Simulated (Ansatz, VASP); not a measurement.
**Hg in VASP and in Ansatz**

```
Hg
1.0
     2.23398   -2.04586    0.00000
     2.23398    2.04586    0.00000
    -0.34874    0.00000    3.03980
Hg
1
Direct
  0.50000 0.50000 0.50000
```

Alike in both runs: task single point; functional PBE; k mesh 6 × 6 × 6; occupations gaussian, width 0.1 eV; no spin polarisation; Hubbard terms Hg d U = 8.8 eV, J = 0.41 eV.

```csv
,VASP,Ansatz
version,VASP 6.6.1,Ansatz 0.2.0
potentials or method,"VASP PAW PBE potentials, release 64 (Hg_sv_GW), cutoff 550 eV","scalar-relativistic, plane waves, PAW"
valence electrons in the cell,20,20
```

VASP gave:

| Quantity | Value |
| --- | --- |
| gap on the k mesh at the Fermi level (eV) | none |
| pressure (GPa) | 1.7 |
| traceless stress, the component that is largest in VASP (GPa) | 0.98 |

Problem. Estimate Ansatz's values.

Solution. gap on the k mesh at the Fermi level (eV): none; pressure (GPa): 1.5; traceless stress, the component that is largest in VASP (GPa): 0.85.

The programs project onto different local orbitals, so the same U acts differently, and such runs can settle in different states. A gap of «none» marks a metal or a gap that the smearing closes. Ansatz's warnings: filled band counts differ across k points.

Neither program's run includes spin-orbit coupling.
